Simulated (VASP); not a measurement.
A run of VASP 6.6.1 is set up as follows.

File POSCAR:

```
HfC
1.0
    0.0000000000      2.5126537230      2.5126537230
    2.5126537230      0.0000000000      2.5126537230
    2.5126537230      2.5126537230      0.0000000000
Hf C
1 1
Direct
    0.0000000000      0.0000000000      0.0000000000
    0.2659194240      0.2659194240      0.2340805760
```

The input INCAR.step1:

```
SYSTEM = HfC
PREC = Accurate
ENCUT = 520
ISMEAR = 0
SIGMA = 0.05
LREAL = .FALSE.
LASPH = .TRUE.
NELM = 80
NBANDS = 14
GGA = PE
ALGO = Normal
EDIFF = 1E-4
LWAVE = .TRUE.
LCHARG = .FALSE.
```

File INCAR.step2:

```
SYSTEM = HfC
PREC = Accurate
ENCUT = 520
EDIFF = 1E-7
ISMEAR = 0
SIGMA = 0.05
LREAL = .FALSE.
LASPH = .TRUE.
NELM = 80
ALGO = Normal
ISIF = 2
LWAVE = .FALSE.
LCHARG = .FALSE.
METAGGA = R2SCAN
LMIXTAU = .TRUE.
NBANDS = 14
ISTART = 1
```

KPOINTS

```
regular mesh
0
G
  12 12 12
  0 0 0
```

Potentials or basis: VASP PAW PBE potentials, release 64 (Hf_pv, C).

Launch:

```console
$ cat potpaw_PBE.64/Hf_pv/POTCAR potpaw_PBE.64/C/POTCAR > POTCAR
$ cp INCAR.step1 INCAR
$ mpirun -np 1 vasp_std > vasp.out
$ cp INCAR.step2 INCAR
$ mpirun -np 1 vasp_std > vasp.out
```

**Question.** Predict the largest force.

**Answer.** 1.044 eV/Å.

**Question.** Predict the pressure.

**Answer.** 0.1 GPa.

Stress tensor (GPa, compression positive):
```
 0.34 -4.28  0.00
-4.28  0.34  0.00
 0.00  0.00 -0.44
```

Caveat: the cell differs from its parent crystal (atom 2 (C) moved 0.08 Å along z); the PAW data sets were made with another functional, which shifts forces and pressure a little.
